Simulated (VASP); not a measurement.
The system is CdTe.

```xyz
2
Lattice="0.0000 3.2821 3.2821 3.2821 0.0000 3.2821 3.2821 3.2821 0.0000" Properties=species:S:1:pos:R:3 pbc="T T T"
Cd    0.0000    0.0000    0.0000
Te    4.9232    4.9232    4.9232
```

| Property | Result |
| --- | --- |
| Program | VASP 6.6.1 |
| Task | relaxation of cell and atoms |
| Functional | RPBE |
| Potentials or basis | VASP PAW PBE potentials, release 64 (Cd, Te) |
| Cutoff | 600 eV |
| k mesh | 8 × 8 × 8 |
| Occupations | gaussian, width 0.02 eV |
| Spin | no spin polarisation |

At the start: pressure 2.6 GPa; volume 35.36 Å³/atom.

**Question.** Where does the relaxation end?

**Answer.** Over 3 steps the energy falls by 19.6 meV/atom and the volume is 37.97 Å³/atom (+7.4 %); space group F-43m (No. 216, to 0.05 Å).

The path:
```
step  energy change (eV)  largest force (eV/Å)  pressure (GPa)  volume (Å³)
   1              0.0000                0.0000            2.58        70.71
   2             -0.0385                0.0000           -0.29        76.70
   3             -0.0392                0.0000            0.01        75.94
```

Final structure:
```cif
data_structure
_symmetry_space_group_name_H-M 'P 1'
_symmetry_Int_Tables_number 1
_cell_length_a 4.7532
_cell_length_b 4.7532
_cell_length_c 4.7532
_cell_angle_alpha 60.000
_cell_angle_beta 60.000
_cell_angle_gamma 60.000
_cell_volume 75.94
loop_
_atom_site_label
_atom_site_type_symbol
_atom_site_fract_x
_atom_site_fract_y
_atom_site_fract_z
_atom_site_occupancy
Cd1 Cd 0.00000 0.00000 0.00000 1
Te1 Te 0.75000 0.75000 0.75000 1
```

Caveat: the PAW data sets were made with another functional, which shifts forces and pressure a little.
